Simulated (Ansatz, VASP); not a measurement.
## TiPt5 in VASP and in Ansatz

The input INCAR:

```
PREC = Accurate ; ENCUT = 570
EDIFF = 1E-6 ; ISMEAR = 0
SIGMA = 0.1 ; LREAL = F
LASPH = T ; NELM = 120
ALGO = Normal ; ISIF = 2
LWAVE = F ; LCHARG = T
GGA = PE ; LELF = T
LVHAR = T ; NBANDS = 60
GGA_COMPAT = F
```

File KPOINTS:

```
Automatic mesh
0
Gamma
  6 6 4
```

POSCAR

```
TiPt5
1.0
    3.6428717600      0.0000000000      0.0000000000
    0.0000000000      3.6428717600      0.0000000000
    0.0000000000      0.0000000000      6.9878247000
Ti Pt
1 5
Direct
    0.5000000000      0.5000000000      0.5000000000
    0.0000000000      0.5000000000      0.1396811200
    0.5000000000      0.0000000000      0.1396811200
    0.0000000000      0.5000000000      0.8603188800
    0.5000000000      0.0000000000      0.8603188800
    0.0000000000      0.0000000000      0.5000000000
```

Input for Ansatz:

```yaml
crystal:
  lattice:
    - [3.64287176, 0.0, 0.0]
    - [0.0, 3.64287176, 0.0]
    - [0.0, 0.0, 6.9878247]
  atoms:
    - { symbol: Ti, position: [0.5, 0.5, 0.5] }
    - { symbol: Pt, position: [0.0, 0.5, 0.13968112] }
    - { symbol: Pt, position: [0.5, 0.0, 0.13968112] }
    - { symbol: Pt, position: [0.0, 0.5, 0.86031888] }
    - { symbol: Pt, position: [0.5, 0.0, 0.86031888] }
    - { symbol: Pt, position: [0.0, 0.0, 0.5] }
basis:
  ecutwfc: 420
kpoints:
  mp_grid: { grid: [6, 6, 4] }
hamiltonian:
  xc: pbe
scf:
  occupations: { method: gaussian, width: 0.1 }
  lower_state_search: "off"
output:
  forces: true
  stress: true
  eigenvalues: true
```

Alike in both runs: task single point; functional PBE; k mesh 6 × 6 × 4; occupations gaussian, width 0.1 eV; no spin polarisation.

|  | VASP | Ansatz |
| --- | --- | --- |
| version | VASP 6.6.1 | Ansatz 0.2.0 |
| potentials or method | VASP PAW PBE potentials, release 64 (Ti_sv, Pt_sv_GW), cutoff 570 eV | scalar-relativistic, plane waves, PAW |
| valence electrons in the cell | 102 | 102 |

```tsv
	VASP	Ansatz	Ansatz less VASP
gap on the k mesh at the Fermi level (eV)	none	none	-
rms of the force components (eV/Å)	12.727	12.493	-0.2346
```

Atom by atom the forces differ by 0.235 eV/Å (rms over components). A gap of «none» marks a metal or a gap that the smearing closes. With one functional, cell and mesh, what is left measures potentials, basis and numerics.

Neither program's run includes spin-orbit coupling.
